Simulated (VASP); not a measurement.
Wanted: the native input for a VASP 6.6.1 run.

```yaml
Task: electric field gradients
Functional: PBE
Potentials_or_basis: VASP PAW PBE potentials, release 64 (Li_sv, Br)
Cutoff: 650 eV
k_mesh: 9 × 9 × 9
Occupations: fermi-dirac, width 0.03 eV
Spin: no spin polarisation
Dipole_correction: no
Further_INCAR_settings: ALGO = Normal; EDIFF = 1e-08; NBANDS = 12
```

The structure of LiBr lies in POSCAR:

```
LiBr
1.0
    0.0000000000      2.6056033766      2.6056033766
    2.6056033766      0.0000000000      2.6056033766
    2.6056033766      2.6056033766      0.0000000000
Li Br
1 1
Direct
    0.0000000000      0.0000000000      0.0000000000
    0.5000000000      0.5000000000      0.5000000000
```

This cell differs from its parent crystal: volume scaled by 0.85.

The input as run:

INCAR

```
  ALGO = Normal
  EDIFF = 1E-8
  ENCUT = 650
  GGA = PE
  GGA_COMPAT = False
  ISIF = 2
  ISMEAR = -1
  LASPH = True
  LCHARG = False
  LEFG = True
  LREAL = False
  LWAVE = False
  NBANDS = 12
  NELM = 120
  PREC = Accurate
  SIGMA = 0.03
```

KPOINTS

```
k-points
0
Gamma
  9 9 9
```

Potentials or basis: VASP PAW PBE potentials, release 64 (Li_sv, Br).

Command:

```console
$ cat potpaw_PBE.64/Li_sv/POTCAR potpaw_PBE.64/Br/POTCAR > POTCAR
$ mpirun -np 1 vasp_std > vasp.out
```

Results of the run:

```json
{
 "Pressure": "6.1 GPa",
 "Band gap on the k mesh": "5.73 eV, indirect (least direct gap 5.76 eV)"
}
```

Caveat: without QUAD_EFG the Cq values of the log hold for a quadrupole moment of 1 mb, not for the nuclei.

It took 8.7 s on 1 thread of AMD EPYC 9R45 (Zen 5), on a shared host, peak memory 0.15 GiB.
